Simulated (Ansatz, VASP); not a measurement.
**Au: VASP beside Ansatz**

```
Au
1.0
     2.82028    0.00000    0.00000
    -1.41014    2.44243    0.00000
     0.00000    0.00000    4.73288
Au
2
Direct
  0.33333 0.66667 0.25000
  0.66667 0.33333 0.75000
```

Alike in both runs: task single point; functional RPBE; k mesh 14 × 14 × 7; occupations fermi-dirac, width 0.1 eV; no spin polarisation.

|  | VASP | Ansatz |
| --- | --- | --- |
| version | VASP 6.6.1 | Ansatz 0.2.0 |
| potentials or method | VASP PAW PBE potentials, release 64 (Au), cutoff 520 eV | plane waves (420 eV) with PAW, scalar-relativistic |
| valence electrons in the cell | 22 | 38 |

|  | VASP | Ansatz | Ansatz less VASP |
| --- | --- | --- | --- |
| pressure (GPa) | 22.3 | 22.7 | +0.37 |
| traceless stress, the component that is largest in VASP (GPa) | -0.86 | -0.84 | +0.019 |

VASP's potentials were made for PBE, not for RPBE. VASP's potentials hold 22 valence electrons a cell and Ansatz's 38, so a difference there can come from the potentials and not from the codes.

Neither program's run includes spin-orbit coupling.
